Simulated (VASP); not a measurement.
**NaTa6: single point with PBEsol**

NaTa6, a slab with vacuum:

```xyz
7
Lattice="4.6393 0.0000 0.0000 -2.3196 4.0177 0.0000 0.0000 0.0000 19.9439" Properties=species:S:1:pos:R:3 pbc="T T T"
Ta    2.3196    1.3392    4.0000
Ta    0.0000    2.6785    4.9470
Ta    0.0000    0.0000    5.8940
Ta    2.3196    1.3392    6.7813
Ta    0.0000    2.6785    7.6080
Ta    0.0000    0.0000    8.4439
Na    0.0000    0.0000   11.6283
```

```yaml
Program: VASP 6.6.1
Task: single point
Functional: PBEsol
Potentials_or_basis: VASP PAW PBE potentials, release 64 (Ta_pv, Na_pv)
Cutoff: 520 eV
k_mesh: 6 × 6 × 1
Occupations: gaussian, width 0.1 eV
Spin: no spin polarisation
Dipole_correction: yes
Further_INCAR_settings: ALGO = Normal; EDIFF = 1e-06; NBANDS = 46
```

```yaml
Largest_force: 1.811 eV/Å
```

Forces in eV/Å, atoms in the order of the input:
```
Ta   0.000  0.000  1.811
Ta   0.000  0.000 -0.059
Ta   0.000  0.000 -1.808
Ta   0.000  0.000  0.092
Ta   0.000  0.000  0.159
Ta   0.000  0.000 -0.185
Na   0.000  0.000 -0.009
```

Levels at points of the mesh, in eV from the Fermi level:
```
           k point  band 33  band 34  band 35  band 36  band 37  band 38  band 39  band 40  band 41  band 42
(0.00, 0.00, 0.00)    -1.10    -0.91    -0.91    -0.36    -0.36     0.10     0.20     0.26     0.26     1.85
(0.50, 0.00, 0.00)    -1.04    -0.93    -0.62    -0.26    -0.08     0.14     0.86     1.01     1.11     1.18
```

Run time: 3.7 min on 1 thread of Intel(R) Xeon(R) Platinum 8488C (Sapphire Rapids) (shared host), peak memory 0.48 GiB.

Caveat: the PAW data sets were made with another functional, which shifts forces and pressure a little; spin-orbit coupling is left out, which moves the levels of the heavy elements.
